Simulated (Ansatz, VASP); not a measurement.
## CdF2 in VASP and in Ansatz

Contents of INCAR:

```
SYSTEM = CdF2
PREC = Accurate ; ENCUT = 520
EDIFF = 1E-6 ; ISMEAR = 0
SIGMA = 0.05 ; LREAL = .FALSE.
LASPH = .TRUE. ; NELM = 100
ALGO = Normal ; ISIF = 2
LWAVE = .FALSE. ; LCHARG = .TRUE.
LELF = .TRUE. ; LVHAR = .TRUE.
NBANDS = 20
```

File KPOINTS:

```
Automatic mesh
0
G
  8 8 8
  0 0 0
```

File POSCAR:

```
CdF2
1.0
    0.0000000000      2.6488277134      2.6488277134
    2.4501656349      0.0000000000      2.6488277134
    2.4501656349      2.6488277134      0.0000000000
Cd F
1 2
Direct
    0.0000000000      0.0000000000      0.0000000000
    0.2500000000      0.2500000000      0.2500000000
    0.7500000000      0.7500000000      0.7500000000
```

Input for Ansatz:

```yaml
crystal:
  lattice:
    - [0.0, 2.6488277134, 2.6488277134]
    - [2.4501656349, 0.0, 2.6488277134]
    - [2.4501656349, 2.6488277134, 0.0]
  atoms:
    - { symbol: Cd, position: [0.0, 0.0, 0.0] }
    - { symbol: F, position: [0.25, 0.25, 0.25] }
    - { symbol: F, position: [0.75, 0.75, 0.75] }
basis:
  ecutwfc: 420
kpoints:
  mp_grid: { grid: [8, 8, 8] }
hamiltonian:
  xc: lda
scf:
  occupations: { method: gaussian, width: 0.05 }
output:
  forces: true
  stress: true
  eigenvalues: true
```

Change from the starting cell: strain -0.0750 x Voigt [1, 0, 0, 0, 0, 0], atoms carried along.

Alike in both runs: task single point; functional LDA; k mesh 8 × 8 × 8; occupations gaussian, width 0.05 eV; no spin polarisation.

|  | VASP | Ansatz |
| --- | --- | --- |
| version | VASP 6.6.1 | Ansatz 0.2.0 |
| potentials or method | VASP PAW LDA potentials, release 64 (Cd, F), cutoff 520 eV | scalar-relativistic, plane waves, PAW |
| valence electrons in the cell | 26 | 34 |

|  | VASP | Ansatz | Ansatz less VASP |
| --- | --- | --- | --- |
| gap on the k mesh at the Fermi level (eV) | 3.09 | 3.11 | +0.024 |
| least direct gap on the mesh (eV) | 3.41 | 3.42 | +0.017 |
| pressure (GPa) | 13.7 | 11.8 | -1.86 |
| traceless stress, the component that is largest in VASP (GPa) | 6.57 | 6.72 | +0.153 |

LDA's correlation is that of Perdew and Zunger in VASP and of Perdew and Wang (1992) in Ansatz. VASP's potentials hold 26 valence electrons a cell and Ansatz's 34, so a difference there can come from the potentials and not from the codes.
